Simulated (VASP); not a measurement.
A run of VASP 6.6.1 is set up as follows.

POSCAR

```
AlN
1.0
    0.0000000000      2.0188684697      2.0188684697
    1.9381137309      0.0000000000      2.0188684697
    1.9381137309      2.0188684697      0.0000000000
Al N
1 1
Direct
    0.0000000000      0.0000000000      0.0000000000
    0.5000000000      0.5000000000      0.5000000000
```

File INCAR.step1:

```
SYSTEM = AlN
ALGO = Normal
EDIFF = 1E-4
ENCUT = 520
GGA = PE
ISMEAR = 0
LASPH = .True.
LCHARG = .False.
LREAL = .False.
LWAVE = .True.
NBANDS = 11
NELM = 80
PREC = Accurate
SIGMA = 0.01
```

INCAR.step2

```
SYSTEM = AlN
ALGO = Normal
EDIFF = 1E-6
ENCUT = 520
ISIF = 2
ISMEAR = 0
ISTART = 1
LASPH = .True.
LCHARG = .False.
LMIXTAU = .True.
LREAL = .False.
LWAVE = .False.
METAGGA = R2SCAN
NBANDS = 11
NELM = 80
PREC = Accurate
SIGMA = 0.01
```

The input KPOINTS:

```
k-points
0
Gamma
  10 10 10
  0 0 0
```

Potentials or basis: VASP PAW PBE potentials, release 64 (Al, N).

Run with:

```bash
$ cat potpaw_PBE.64/Al/POTCAR potpaw_PBE.64/N/POTCAR > POTCAR
$ cp INCAR.step1 INCAR
$ mpirun -np 1 vasp_std > vasp.out
$ cp INCAR.step2 INCAR
$ mpirun -np 1 vasp_std > vasp.out
```

Q: What does it give for the pressure?

A: 12.3 GPa.

Q: What does it give for the band gap on the k mesh?

A: 5.54 eV, indirect (least direct gap 7.07 eV).

Stress tensor (GPa, compression positive):
```
23.16  0.00  0.00
 0.00  6.92  0.00
 0.00  0.00  6.92
```

Caveat: the cell differs from its parent crystal (uniaxial x strain -4.0%); the PAW data sets were made with another functional, which shifts forces and pressure a little. A k mesh can miss the band edges.
